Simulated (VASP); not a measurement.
Input of a VASP 6.6.1 run:

File INCAR:

```
SYSTEM = Be
  AGGAC = 1.0
  AGGAX = 1.0
  ALDAC = 0.0
  ALDAX = 1.0
  ALGO = Normal
  EDIFF = 1E-6
  EDIFFG = -0.001
  ENCUT = 600
  GGA = B5
  IBRION = 2
  ISIF = 3
  ISMEAR = 1
  IVDW = 12
  LASPH = .TRUE.
  LCHARG = .FALSE.
  LREAL = .FALSE.
  LWAVE = .FALSE.
  NELM = 100
  NSW = 80
  PREC = Accurate
  SIGMA = 0.1
  VDW_A1 = 0.4298
  VDW_A2 = 4.2359
  VDW_S6 = 1.0
  VDW_S8 = 2.6996
```

KPOINTS

```
k-points
0
G
  16 16 16
  0 0 0
```

Contents of POSCAR:

```
Be
1.0
    2.1704690000      0.0000000000      0.0000000000
   -0.7234896440      2.0463378057      0.0000000000
   -0.7234896440     -1.0231688548      1.7721805522
Be
1
Direct
    0.0000000000      0.0000000000      0.0000000000
```

Potentials or basis: VASP PAW PBE potentials, release 64 (Be).

Run with:

```sh
$ cat potpaw_PBE.64/Be/POTCAR > POTCAR
$ mpirun -np 1 vasp_std > vasp.out
```

(1) Estimate the dispersion energy per atom.

(2) Estimate the band gap on the k mesh.

## Answers

(1) -0.854 eV.

(2) zero (band 1 reaches 14.01 eV, above the bottom of band 2 at 8.26 eV).
